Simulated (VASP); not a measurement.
Lu, 1 atom in the cell. The structure is cubic, space group Fm-3m (No. 225). Conventional cell: a = 4.989 Å, b = 4.989 Å, c = 4.989 Å, α = 90.00°, β = 90.00°, γ = 90.00°. Within 4.6 Å of Lu (site symmetry m-3m) lie 12 Lu at 3.53 Å. This isn't the form of Lu at room conditions, which is hcp.

```yaml
Program: VASP 6.6.1
Task: single point
Functional: HSE06
Potentials_or_basis: VASP PAW PBE potentials, release 64 (Lu)
Cutoff: 520 eV
k_mesh: 8 × 8 × 8
Occupations: gaussian, width 0.05 eV
Spin: no spin polarisation
Dipole_correction: no
Grid_for_exact_exchange_PRECFOCK: Normal
Further_INCAR_settings: ALGO = Normal; EDIFF = 1e-06; NBANDS = 18
Share_of_exact_exchange: 0.25
Screening_parameter: 0.2079 1/Å
```

Potentials or basis: VASP PAW PBE potentials, release 64 (Lu).

The run is started by

```sh
$ cat potpaw_PBE.64/Lu/POTCAR > POTCAR
$ cp INCAR.step1 INCAR
$ mpirun -np 4 vasp_std > vasp.out
$ cp INCAR.step2 INCAR
$ mpirun -np 4 vasp_std > vasp.out
```

Hardware: 4 MPI ranks on AMD EPYC 9R45 96-Core Processor (Zen 5), on a shared host.

Question: How long does it take, and how much memory?

Answer: It took 40 min on 4 MPI ranks on AMD EPYC 9R45 96-Core Processor (Zen 5) (shared host), peak memory 0.27 GiB a rank. Counts: k points 29.
